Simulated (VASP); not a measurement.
Here is a VASP 6.6.1 calculation.

File POSCAR:

```
Ti
1.0
    0.0000000000      2.0836287333      2.0836287333
    2.0836287333      0.0000000000      2.0836287333
    2.0836287333      2.0836287333      0.0000000000
Ti
1
Direct
    0.0000000000      0.0000000000      0.0000000000
```

File INCAR.step1:

```
ALGO = Normal
EDIFF = 1E-4
ENCUT = 520
GGA = PE
ISMEAR = -1
LASPH = T
LCHARG = F
LREAL = F
LWAVE = T
NBANDS = 12
NELM = 80
PREC = Accurate
SIGMA = 0.1
```

Contents of INCAR.step2:

```
ALGO = Normal
EDIFF = 1E-7
ENCUT = 520
ISIF = 2
ISMEAR = -1
ISTART = 1
LASPH = T
LCHARG = F
LMIXTAU = T
LREAL = F
LWAVE = F
METAGGA = R2SCAN
NBANDS = 12
NELM = 80
PREC = Accurate
SIGMA = 0.1
```

KPOINTS

```
k-points
0
Gamma
  14 14 14
```

Potentials or basis: VASP PAW PBE potentials, release 64 (Ti_sv).

Run with:

```bash
$ cat potpaw_PBE.64/Ti_sv/POTCAR > POTCAR
$ cp INCAR.step1 INCAR
$ mpirun -np 1 vasp_std > vasp.out
$ cp INCAR.step2 INCAR
$ mpirun -np 1 vasp_std > vasp.out
```

Task: Estimate the band gap on the k mesh.

Result: Zero (band 6 reaches 8.77 eV, above the bottom of band 7 at 7.46 eV).

Task: What does it give for the pressure?

Result: -3.8 GPa.

Caveat: the PAW data sets were made with another functional, which shifts forces and pressure a little.
